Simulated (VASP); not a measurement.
Runs of VASP 6.6.1 on Ag. The structure is that of space group I4/mmm (No. 139), or close to it. The cells are those of the table. 

| cell | further INCAR settings | gap on the mesh (eV) | pressure (GPa) |
| --- | --- | --- | --- |
| a = 3.065, b = 3.065, c = 4.036 Å, 2 atoms | ALGO = Fast; EDIFF = 1e-06; NBANDS = 18 | none | -4.5 |
| a = 3.065, b = 3.065, c = 3.855 Å, 2 atoms | ALGO = Fast; EDIFF = 1e-06; NBANDS = 18 | none | (b) |
| a = 3.021, b = 3.021, c = 3.967 Å, 2 atoms | ALGO = Fast; EDIFF = 1e-06; NBANDS = 18 | none | -1.2 |
| a = 3.065, b = 2.951, c = 3.990 Å, 2 atoms | ALGO = Fast; EDIFF = 1e-06; NBANDS = 18 | none | (a) |
| a = 3.021, b = 3.021, c = 4.073 Å, 2 atoms | ALGO = Fast; EDIFF = 1e-07; NBANDS = 18 | none | -3.2 |

Alike in all rows: task single point; level PBE; potentials or basis VASP PAW PBE potentials, release 64 (Ag); no spin polarisation; k mesh 18 × 18 × 12; cutoff (eV) 520; smearing gaussian 0.1 eV.

**Question.** Fill in the values left out.

**Answer.** (a) -0.8; (b) -1.0.

Caveats: the cell stands under tension (at least some runs).

A k mesh can miss the band edges, and the runs leave out spin-orbit coupling on Ag.

A gap of «none» marks levels without a gap at the run's occupations.
